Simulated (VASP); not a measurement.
Wanted: the native input for a VASP 6.6.1 run.

| Quantity | Value |
| --- | --- |
| Task | single point |
| Functional | PBE |
| Dispersion | D3(BJ) |
| Potentials or basis | VASP PAW PBE potentials, release 64 (Al) |
| Cutoff | 520 eV |
| k mesh | 20 × 20 × 20 |
| Occupations | gaussian, width 0.15 eV |
| Spin | no spin polarisation |
| Dipole correction | no |
| Further INCAR settings | ALGO = Fast; EDIFF = 1e-06; NBANDS = 8 |

The structure of Al lies in POSCAR:

```
Al
1.0
   -0.1393715455      1.9910220790      1.9910220790
    1.8516505335      0.0000000000      1.8516505335
    1.9910220790      1.9910220790     -0.1393715455
Al
1
Direct
    0.0000000000      0.0000000000      0.0000000000
```

This cell differs from its parent crystal: engineering shear strain xz -0.1400, normal strain along z +0.0000.

One way to write it, as run:

INCAR

```
PREC = Accurate
ENCUT = 520
EDIFF = 1E-6
ISMEAR = 0
SIGMA = 0.15
LREAL = False
LASPH = True
NELM = 80
ALGO = Fast
ISIF = 2
LWAVE = False
LCHARG = False
GGA = PE
IVDW = 12
NBANDS = 8
```

KPOINTS

```
regular mesh
0
Gamma
  20 20 20
```

Potentials or basis: VASP PAW PBE potentials, release 64 (Al).

The run is started by

```sh
$ cat potpaw_PBE.64/Al/POTCAR > POTCAR
$ mpirun -np 1 vasp_std > vasp.out
```

Results of the run:

| Item | Value |
| --- | --- |
| Pressure | 2.3 GPa |
| Band gap on the k mesh | zero (an odd number of electrons rules out a gap without spin polarisation) |
| Dispersion energy per atom | -0.354 eV |

Caveat: the cell differs from its parent crystal (engineering shear strain xz -0.1400, normal strain along z +0.0000).

It took 30 s on 1 thread of Intel(R) Xeon(R) 6975P-C (Granite Rapids) (shared host), peak memory 0.24 GiB.
